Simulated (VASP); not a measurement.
A run of VASP 6.6.1 is set up as follows.

Contents of INCAR:

```
  PREC = Accurate
  ENCUT = 520
  EDIFF = 1E-7
  ISMEAR = 0
  SIGMA = 0.02
  LREAL = False
  LASPH = True
  NELM = 60
  ALGO = Normal
  ISIF = 2
  LWAVE = False
  LCHARG = False
  NBANDS = 16
```

The input KPOINTS:

```
regular mesh
0
Gamma
  9 9 4
```

The input POSCAR:

```
AlN
1.0
    3.0887068565      0.0000000000      0.0000000000
   -1.5443534282      2.6748986026      0.0000000000
    0.0000000000      0.0000000000      4.9430277477
Al N
2 2
Direct
    0.6666666667      0.3333333333      0.4990058142
    0.3333333333      0.6666666667      0.9990058142
    0.6666666667      0.3333333333      0.8809941858
    0.3333333333      0.6666666667      0.3809941858
```

Potentials or basis: VASP PAW LDA potentials, release 64 (Al, N).

The run is started by

```bash
$ cat potpaw_LDA.64/Al/POTCAR potpaw_LDA.64/N/POTCAR > POTCAR
$ mpirun -np 1 vasp_std > vasp.out
```

Estimate the pressure.

0.7 GPa.

Estimate the band gap on the k mesh.

4.42 eV.

Caveat: an odd mesh through Γ misses points on the zone boundary, where band edges can lie.
